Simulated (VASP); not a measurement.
Here is a VASP 6.6.1 calculation.

INCAR

```
SYSTEM = HfC
PREC     = Accurate       ! precision mode
ENCUT    = 600            ! plane-wave cutoff, eV
EDIFF    = 1E-6           ! SCF threshold, eV
ISMEAR   = 0              ! smearing method
SIGMA    = 0.15           ! smearing width, eV
LREAL    = .FALSE.        ! projectors in reciprocal space
LASPH    = .TRUE.         ! aspherical terms in the spheres
NELM     = 120            ! most SCF steps
ALGO     = Normal         ! electronic algorithm
ISIF     = 2              ! what is computed and relaxed
LWAVE    = .FALSE.        ! write WAVECAR
LCHARG   = .FALSE.        ! write CHGCAR
GGA      = CA             ! functional
NBANDS   = 22             ! bands
GGA_COMPAT= .FALSE.
```

KPOINTS

```
Automatic mesh
0
G
  12 12 12
  0 0 0
```

The input POSCAR:

```
HfC
1.0
    0.0000000000     -2.2863544598     -2.2863544598
   -2.2863544598      0.0000000000     -2.2863544598
    2.2863544598      2.2863544598     -4.5727089196
Hf C
2 2
Direct
    0.7500000000      0.7500000000      0.7500000000
    0.2500000000      0.2500000000      0.2500000000
    0.5000000000      0.5000000000      0.5000000000
    0.0000000000      1.0000000000      0.0000000000
```

Potentials or basis: VASP PAW LDA potentials, release 64 (Hf_pv, C).

The run is started by

```console
$ cat potpaw_LDA.64/Hf_pv/POTCAR potpaw_LDA.64/C/POTCAR > POTCAR
$ mpirun -np 1 vasp_std > vasp.out
```

Predict the band gap on the k mesh.

zero (band 14 reaches 7.30 eV, above the bottom of band 15 at 5.84 eV).

Predict the pressure.

0.6 GPa.

Caveat: spin-orbit coupling is left out, which moves the levels of the heavy elements.
